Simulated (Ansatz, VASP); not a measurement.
WC in VASP and in Ansatz

```xyz
2
Lattice="2.9005 0.0000 0.0000 -1.4503 2.5119 0.0000 0.0000 0.0000 2.8290" Properties=species:S:1:pos:R:3 pbc="T T T"
W     0.0000   -0.2250    0.0000
C     1.4503    0.8373    1.4145
```

Alike in both runs: task single point; functional PBEsol; k mesh 18 × 18 × 16; occupations gaussian, width 0.15 eV; no spin polarisation.

```csv
,VASP,Ansatz
version,VASP 6.6.1,Ansatz 0.2.0
potentials or method,"VASP PAW PBE potentials, release 64 (W_sv, C), cutoff 520 eV","scalar-relativistic, plane waves, PAW"
valence electrons in the cell,18,18
```

VASP gave:

| Quantity | Value |
| --- | --- |
| gap on the k mesh at the Fermi level (eV) | none |
| pressure (GPa) | 9.5 |
| traceless stress, the component that is largest in VASP (GPa) | -12.85 |
| rms of the force components (eV/Å) | 2.319 |

Question: Which values does Ansatz return?

Answer: gap on the k mesh at the Fermi level (eV): none; pressure (GPa): 8.1; traceless stress, the component that is largest in VASP (GPa): -12.42; rms of the force components (eV/Å): 2.301.

VASP's potentials were made for PBE, not for PBEsol. Atom by atom the forces differ by 0.019 eV/Å (rms over components). A gap of «none» marks a metal or a gap that the smearing closes. With one functional, cell and mesh, what is left measures potentials, basis and numerics.

Spin-orbit coupling is off throughout.
